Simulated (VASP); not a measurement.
# W (P6_3/mmc) in VASP: notebook

Runs on W. Level: LDA. Tasks: single point.

Program: VASP 6.6.1. These are calculated values, not measurements. Logs are shortened: lines on timing, memory, paths and dates and some standing lists are left out, and cuts for length are marked.

### Step 1. The cell of the first run

It takes space group P6_3/mmc (No. 194, hexagonal). Conventional cell: a = 2.737 Å, b = 2.737 Å, c = 4.857 Å, α = 90.00°, β = 90.00°, γ = 120.00°. W (site symmetry -6m2) has 12 W at 2.74 to 2.90 Å within 3.6 Å.

### Step 2. Single point, LDA

The input, INCAR:

```
SYSTEM = W
PREC = Accurate ; ENCUT = 520
EDIFF = 1E-6 ; ISMEAR = -1
SIGMA = 0.1 ; LREAL = .False.
LASPH = .True. ; NELM = 80
ALGO = Normal ; ISIF = 2
LWAVE = .False. ; LCHARG = .True.
GGA = CA ; LELF = .True.
LVHAR = .True. ; NBANDS = 21
```

The input, KPOINTS:

```
Automatic mesh
0
Gamma
  13 13 7
  0 0 0
```

The input, POSCAR:

```
W
1.0
    2.7368407205      0.0000000000      0.0000000000
   -1.3684203603      2.3701735900      0.0000000000
    0.0000000000      0.0000000000      4.8570644314
W
2
Direct
    0.3333333333      0.6666666667      0.2500000000
    0.6666666667      0.3333333333      0.7500000000
```

Potentials or basis: VASP PAW LDA potentials, release 64 (W_sv).

Started as:

```console
> cat potpaw_LDA.64/W_sv/POTCAR > POTCAR
> mpirun -np 1 vasp_std > vasp.out
```

OUTCAR:

```text
SYSTEM = W
   PREC = Accurate
   ENCUT = 520
   EDIFF = 1E-6
   ISMEAR = -1
   LREAL = .False.
   LASPH = .True.
   NELM = 80
   ISIF = 2
   GGA = CA

 ion  position               nearest neighbor table
   1  0.333  0.667  0.250-   2 2.90   2 2.90   2 2.90   2 2.90   2 2.90   2 2.90
   2  0.667  0.333  0.750-   1 2.90   1 2.90   1 2.90   1 2.90   1 2.90   1 2.90

  LATTYP: Found a hexagonal cell.
 ALAT       =     2.7368407205
 C/A-ratio  =     1.7746975171

  Lattice vectors:

 A1 = (   2.7368407205,   0.0000000000,   0.0000000000)
 A2 = (  -1.3684203603,   2.3701735900,   0.0000000000)
 A3 = (   0.0000000000,   0.0000000000,   4.8570644314)

Analysis of symmetry for initial positions (statically):
=====================================================================
 Subroutine PRICEL returns:
 Original cell was already a primitive cell.

 Routine SETGRP: Setting up the symmetry group for a
 hexagonal supercell.

 Subroutine GETGRP returns: Found 24 space group operations
 (whereof 12 operations were pure point group operations)
 out of a pool of 24 trial point group operations.

The static configuration has the point symmetry D_3d.
 The point group associated with its full space group is D_6h.

Analysis of symmetry for dynamics (positions and initial velocities):
=====================================================================
 Subroutine PRICEL returns:
 Original cell was already a primitive cell.

 Routine SETGRP: Setting up the symmetry group for a
 hexagonal supercell.

 Subroutine GETGRP returns: Found 24 space group operations
 (whereof 12 operations were pure point group operations)
 out of a pool of 24 trial point group operations.

The dynamic configuration has the point symmetry D_3d.
 The point group associated with its full space group is D_6h.

 Subroutine INISYM returns: Found 24 space group operations
 (whereof 12 operations are pure point group operations),
 and found     1 'primitive' translations

----------------------------------------------------------------------------------------

                                     Primitive cell

  volume of cell :      31.5067

  direct lattice vectors                    reciprocal lattice vectors
     2.736840721  0.000000000  0.000000000     0.365384800  0.210955013  0.000000000
    -1.368420360  2.370173590  0.000000000     0.000000000  0.421910026  0.000000000
     0.000000000  0.000000000  4.857064431     0.000000000  0.000000000  0.205885677

  length of vectors
     2.736840721  2.736840720  4.857064431     0.421910026  0.421910026  0.205885677

  position of ions in fractional coordinates (direct lattice)
     0.333333333  0.666666667  0.250000000
     0.666666667  0.333333333  0.750000000

  ion indices of the primitive-cell ions
   primitive index   ion index
                 1           1
                 2           2

----------------------------------------------------------------------------------------

 KPOINTS: Automatic mesh

Automatic generation of k-mesh.
 Grid dimensions read from file:
 generate k-points for:   13   13    7

 Generating k-lattice:

  Cartesian coordinates                     Fractional coordinates (reciprocal lattice)
     0.028106523  0.016227309  0.000000000     0.076923077 -0.000000000  0.000000000
     0.000000000  0.032454617  0.000000000     0.000000000  0.076923077  0.000000000
     0.000000000  0.000000000  0.029412240     0.000000000  0.000000000  0.142857143

  Length of vectors
     0.032454617  0.032454617  0.029412240

  Shift w.r.t. Gamma in fractional coordinates (k-lattice)
     0.000000000  0.000000000  0.000000000

 Subroutine IBZKPT returns following result:
 ===========================================

 Found     84 irreducible k-points:

 Following reciprocal coordinates:
            Coordinates               Weight
  0.000000  0.000000  0.000000      1.000000
  0.076923 -0.000000  0.000000      6.000000
  0.153846 -0.000000  0.000000      6.000000
  0.230769  0.000000  0.000000      6.000000
  0.307692 -0.000000  0.000000      6.000000
  0.384615 -0.000000  0.000000      6.000000
[... 16 lines left out ...]
  0.076923 -0.000000  0.142857     12.000000
  0.153846 -0.000000  0.142857     12.000000
 [... further k-points ...]
   k-points           NKPTS =     84   k-points in BZ     NKDIM =     84   number of bands    NBANDS=     21
   number of dos      NEDOS =    301   number of ions     NIONS =      2
   total plane-waves  NPLWV =  14400
   dimension x,y,z NGX =    20 NGY =   20 NGZ =   36
   dimension x,y,z NGXF=    40 NGYF=   40 NGZF=   72
   ions per type =               2
   NGX,Y,Z   is equivalent  to a cutoff of  12.15, 12.15, 12.32 a.u.
   NGXF,Y,Z  is equivalent  to a cutoff of  24.30, 24.30, 24.64 a.u.
 SYSTEM =  W
   PREC   = accura    normal or accurate (medium, high low for compatibility)
   ISTART =      0    job   : 0-new  1-cont  2-samecut
   ICHARG =      2    charge: 1-file 2-atom 10-const
   ISPIN  =      1    spin polarized calculation?
   LNONCOLLINEAR =      F non collinear calculations
   LSORBIT =      F    spin-orbit coupling
   LASPH  =      T    aspherical Exc in radial PAW
   ENCUT  =  520.0 eV  38.22 Ry    6.18 a.u.   5.09  5.09  9.03*2*pi/ulx,y,z
   NELM   =     80;   NELMIN=  2; NELMDL= -5     # of ELM steps
   EDIFF  = 0.1E-05   stopping-criterion for ELM
   LREAL  =      F    real-space projection
   EDIFFG = 0.1E-04   stopping-criterion for IOM
   NSW    =      0    number of steps for IOM
   IBRION =     -1    ionic relax: 0-MD 1-quasi-New 2-CG
   NFREE  =      0    steps in history (QN), initial steepest desc. (CG)
   ISIF   =      2    stress and relaxation
   ISYM   =      2    0-nonsym 1-usesym 2-fastsym
   POTIM  = 0.5000    time-step for ionic-motion
   TEBEG  =    0.0;   TEEND  =   0.0 temperature during run
   PSTRESS=    0.0 pullay stress
   NELECT =      28.0000    total number of electrons
   NUPDOWN=      -1.0000    fix difference up-down
   EMIN   =  10.00;   EMAX   =-10.00  energy-range for DOS
   EFERMI =   0.00;   METHOD = LEGACY
   ISMEAR =    -1;   SIGMA  =   0.10  broadening in eV -4-tet -1-fermi 0-gaus
   EFERMI_NEDOS =   21; number of points for ismear=-14 and -15
   IALGO  =     38    algorithm
   IMIX   =      4    mixing-type and parameters
     AMIX     =   0.40;   BMIX     =  1.00
     AMIX_MAG =   1.60;   BMIX_MAG =  1.00
  volume/ion in A,a.u.               =      15.75       106.31
  Fermi-wavevector in a.u.,A,eV,Ry     =   1.573957  2.974348 33.706286  2.477342
  Thomas-Fermi vector in A             =   2.675164
   LORBIT       =      0    0 simple, 1 ext, 2 COOP (PROOUT), +10 PAW based schemes
   GGA     = CA    functional components
   LHFCALC =     F    Hartree Fock is set to
   AEXX    =    0.0000 exact exchange contribution
   IVDW    =     0    specifies the selected vdW correction
   LEPSILON=     F    determine dielectric tensor
   LRPA    =     F    only Hartree local field effects (RPA)
 non-spin polarized calculation
  energy-cutoff  :      520.00
  volume of cell :       31.51
 maximum number of plane-waves:       859
   NGX = 11   NGY = 11   NGZ = 19

 number of electron      28.0000001 magnetization

 Free energy of the ion-electron system (eV)
  ---------------------------------------------------
  ext. energy  EPLUGINS =         0.00000000
  ---------------------------------------------------
  free energy    TOTEN  =       -27.22203469 eV

  energy without entropy =      -27.15375965  energy(sigma->0) =      -27.18789717

 E-fermi :  11.0329     XC(G=0): -13.8460

 val. band max:       11.0289958810   @ k =   0.4615   0.0769   0.4286
 cond. band min:      11.0477358628   @ k =   0.0000   0.0000   0.1429
 fundamental gap:      0.0187399819
 Fermi energy:        11.0329484803

 k-point     1 :       0.0000    0.0000    0.0000
  band No.  band energies     occupation
      1     -62.2284      2.00000
      2     -62.1375      2.00000
      3     -27.3127      2.00000
      4     -26.2254      2.00000
      5     -26.0485      2.00000
      6     -26.0485      2.00000
[... 13 lines left out ...]
     20      15.4916      0.00000
     21      20.4146      0.00000

 k-point     2 :       0.0769   -0.0000    0.0000
  band No.  band energies     occupation
      1     -62.2202      2.00000
      2     -62.1316      2.00000
      3     -27.2880      2.00000
      4     -26.2285      2.00000
      5     -26.1285      2.00000
      6     -26.0704      2.00000
[... 13 lines left out ...]
     20      16.1856      0.00000
     21      20.3805      0.00000

 k-point     3 :       0.1538   -0.0000    0.0000
  band No.  band energies     occupation
      1     -62.1972      2.00000
      2     -62.1155      2.00000
      3     -27.2174      2.00000
      4     -26.3475      2.00000
      5     -26.2392      2.00000
      6     -26.2387      2.00000
[... 13 lines left out ...]
     20      17.5969      0.00000
     21      20.1920      0.00000

 k-point     4 :       0.2308    0.0000    0.0000
  band No.  band energies     occupation
      1     -62.1642      2.00000
      2     -62.0932      2.00000
      3     -27.1102      2.00000
      4     -26.6505      2.00000
      5     -26.5356      2.00000
      6     -26.2612      2.00000
[... 13 lines left out ...]
     20      19.1476      0.00000
     21      19.8065      0.00000

 k-point     5 :       0.3077   -0.0000    0.0000
  band No.  band energies     occupation
      1     -62.1278      2.00000
      2     -62.0705      2.00000
      3     -26.9822      2.00000
      4     -26.9643      2.00000
      5     -26.8365      2.00000
      6     -26.2980      2.00000
[... 13 lines left out ...]
     20      19.4282      0.00000
     21      20.5728      0.00000
[... 382 lines left out ...]
     20      18.9701      0.00000
     21      20.3821      0.00000

 k-point    22 :       0.0000    0.0000    0.1429
  band No.  band energies     occupation
      1     -62.2240      2.00000
      2     -62.1420      2.00000
      3     -27.2622      2.00000
      4     -26.2830      2.00000
      5     -26.0431      2.00000
      6     -26.0431      2.00000
[... 13 lines left out ...]
     20      15.4635      0.00000
     21      21.1603      0.00000

 k-point    23 :       0.0769   -0.0000    0.1429
  band No.  band energies     occupation
      1     -62.2158      2.00000
      2     -62.1360      2.00000
      3     -27.2394      2.00000
      4     -26.2883      2.00000
      5     -26.1221      2.00000
      6     -26.0646      2.00000
[... 13 lines left out ...]
     20      15.9703      0.00000
     21      21.1623      0.00000

 k-point    24 :       0.1538   -0.0000    0.1429
  band No.  band energies     occupation
      1     -62.1932      2.00000
      2     -62.1195      2.00000
      3     -27.1752      2.00000
      4     -26.3478      2.00000
      5     -26.3211      2.00000
      6     -26.2033      2.00000
[... 13 lines left out ...]
     20      16.9957      0.00000
     21      21.1079      0.00000

 [... further k-points ...]

------------------------ aborting loop because EDIFF is reached ----------------------------------------

  FORCE on cell =-STRESS in cart. coord.  units (eV):
  Direction    XX          YY          ZZ          XY          YZ          ZX
  --------------------------------------------------------------------------------------
  -------------------------------------------------------------------------------------
  Total        0.3826269      0.3826269      0.2815054     -0.0000000      0.0000000     -0.0000000
  in kB       19.4572975     19.4572975     14.3150783     -0.0000000      0.0000000     -0.0000000
  external PRESSURE =      17.7432244 kB  Pullay stress =       0.0000000 kB

 VOLUME and BASIS-vectors are now :
 -----------------------------------------------------------------------------
  energy-cutoff  :      520.00
  volume of cell :       31.51
      direct lattice vectors                 reciprocal lattice vectors
     2.736840721  0.000000000  0.000000000     0.365384800  0.210955013  0.000000000
    -1.368420360  2.370173590  0.000000000     0.000000000  0.421910026  0.000000000
     0.000000000  0.000000000  4.857064431     0.000000000  0.000000000  0.205885677

 POSITION                                       TOTAL-FORCE (eV/Angst)
 -----------------------------------------------------------------------------------
     -0.00000      1.58012      1.21427         0.000000      0.000000      0.000000
      1.36842      0.79006      3.64280        -0.000000      0.000000      0.000000
 -----------------------------------------------------------------------------------
    total drift:                               -0.000000      0.000000     -0.000000

  FREE ENERGIE OF THE ION-ELECTRON SYSTEM (eV)
  ---------------------------------------------------
  free  energy   TOTEN  =       -27.2220346851 eV

  energy  without entropy=      -27.1537596461  energy(sigma->0) =      -27.18789717
```

Run time: 29 s. Hardware: 1 thread of Intel Xeon Platinum 8259CL at 2.50GHz (Skylake/Cascade Lake), shared host; peak memory 0.16 GiB.

What came out:

| Quantity | Value |
| --- | --- |
| Free energy | -27.2220 eV |
| Pressure | 1.8 GPa |
| Band gap on the k mesh | zero (band 14 reaches 12.23 eV, above the bottom of band 15 at 10.55 eV) |

Caveat: spin-orbit coupling is left out, which moves the levels of the heavy elements.

### Step 3. Single point, LDA (volume scaled by 0.88)

The input, INCAR:

```
SYSTEM = W
ALGO = Normal ; EDIFF = 1E-7
ENCUT = 520 ; ISIF = 2
ISMEAR = -1 ; LASPH = .TRUE.
LCHARG = .TRUE. ; LELF = .TRUE.
LREAL = .FALSE. ; LVHAR = .TRUE.
LWAVE = .FALSE. ; NBANDS = 21
NELM = 60 ; PREC = Accurate
SIGMA = 0.1
```

The input, KPOINTS:

```
k-points
0
G
  15 15 8
  0 0 0
```

The input, POSCAR:

```
W
1.0
    2.6226705947      0.0000000000      0.0000000000
   -1.3113352974      2.2712993608      0.0000000000
    0.0000000000      0.0000000000      4.6544469927
W
2
Direct
    0.3333333333      0.6666666667      0.2500000000
    0.6666666667      0.3333333333      0.7500000000
```

Potentials or basis: VASP PAW LDA potentials, release 64 (W_sv).

Started as:

```console
> cat potpaw_LDA.64/W_sv/POTCAR > POTCAR
> mpirun -np 1 vasp_std > vasp.out
```

Run time: 49 s. Hardware: 1 thread of Intel Xeon Platinum 8259CL at 2.50GHz (Skylake/Cascade Lake), shared host; peak memory 0.18 GiB.

The run converged. Its results:

```yaml
Free_energy: -26.6261 eV
Pressure: 53.9 GPa
Band_gap_on_the_k_mesh: zero (band 14 reaches 14.87 eV, above the bottom of band 15 at 12.30 eV)
```

Stress tensor (GPa, compression positive):
```
57.63  0.00  0.00
 0.00 57.63  0.00
 0.00  0.00 46.52
```

Levels at points of the mesh, in eV from the Fermi level:
```tsv
k point	band 12	band 13	band 14	band 15	band 16	band 17
(0.00, 0.00, 0.00)	-0.75	-0.75	0.00	0.00	0.41	2.27
(0.00, 0.00, 0.50)	-2.52	-0.70	-0.70	-0.70	-0.70	4.26
```

Caveat: spin-orbit coupling is left out, which moves the levels of the heavy elements.

(Continued in part 2 of 2.)
